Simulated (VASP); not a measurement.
# MgAl18: single point with LDA

System: MgAl18, a slab with vacuum.

```xyz
19
Lattice="12.1500 0.0000 0.0000 0.0000 5.7276 0.0000 0.0000 0.0000 13.8638" Properties=species:S:1:pos:R:3 pbc="T T T"
Al    0.0000    0.0000    1.0000
Al    4.0500    0.0000    1.0000
Al    8.1000    0.0000    1.0000
Al    0.0000    2.8638    1.0000
Al    4.0500    2.8638    1.0000
Al    8.1000    2.8638    1.0000
Al    2.0250    1.4251    2.3048
Al    6.0978    1.4683    2.3150
Al   10.1022    1.4683    2.3150
Al    2.0250    4.3026    2.3048
Al    6.0978    4.2593    2.3151
Al   10.1022    4.2593    2.3151
Al   -0.2816    0.0001    3.7345
Al    4.3316    0.0001    3.7345
Al    8.1000    0.0001    3.7412
Al    0.0448    2.8639    3.7847
Al    4.0052    2.8639    3.7847
Al    8.1000    2.8639    3.7652
Mg    2.0250    0.0000    5.0073
```

* Program: VASP 6.6.1
* Task: single point
* Functional: LDA
* Potentials or basis: VASP PAW LDA potentials, release 64 (Al, Mg)
* Cutoff: 520 eV
* k mesh: 2 × 3 × 1
* Occupations: fermi-dirac, width 0.15 eV
* Spin: no spin polarisation
* Dipole correction: no
* Further INCAR settings: LREAL = Auto; ALGO = Normal; EDIFF = 1e-06; NBANDS = 43

The largest force is 0.184 eV/Å and the band gap on the k mesh is zero (bands 28 and 29 overlap by 0.70 eV).

Forces in eV/Å, atoms in the order of the input:
```
Al   0.014  0.000  0.048
Al  -0.014  0.000  0.048
Al   0.000  0.000 -0.027
Al  -0.015  0.000  0.042
Al   0.015  0.000  0.042
Al   0.000  0.000 -0.184
Al   0.000 -0.003  0.007
Al  -0.001 -0.001 -0.001
Al   0.001 -0.001 -0.001
Al   0.000  0.003  0.007
Al  -0.001  0.001 -0.001
Al   0.001  0.001 -0.001
Al   0.003  0.000  0.006
Al  -0.003  0.000  0.006
Al   0.000  0.000  0.003
Al   0.006  0.000  0.008
Al  -0.006  0.000  0.008
Al   0.000  0.000  0.009
Mg   0.000  0.000 -0.018
```

Levels at points of the mesh, in eV from the Fermi level:
```
           k point  band 24  band 25  band 26  band 27  band 28  band 29  band 30  band 31
(0.00, 0.00, 0.00)    -1.42    -1.19    -1.08    -1.02    -0.97    -0.64    -0.64    -0.08
(0.50, 0.00, 0.00)    -1.25    -1.08    -0.52    -0.18     0.00     0.10     0.29     0.37
```

Run time: 4.3 min on 1 thread of Intel(R) Xeon(R) Platinum 8488C (Sapphire Rapids), with other jobs on the host, peak memory 0.68 GiB.

Caveat: the k points lie up to 0.37 Å⁻¹ apart, too coarse for converged energies and pressures of a metal.
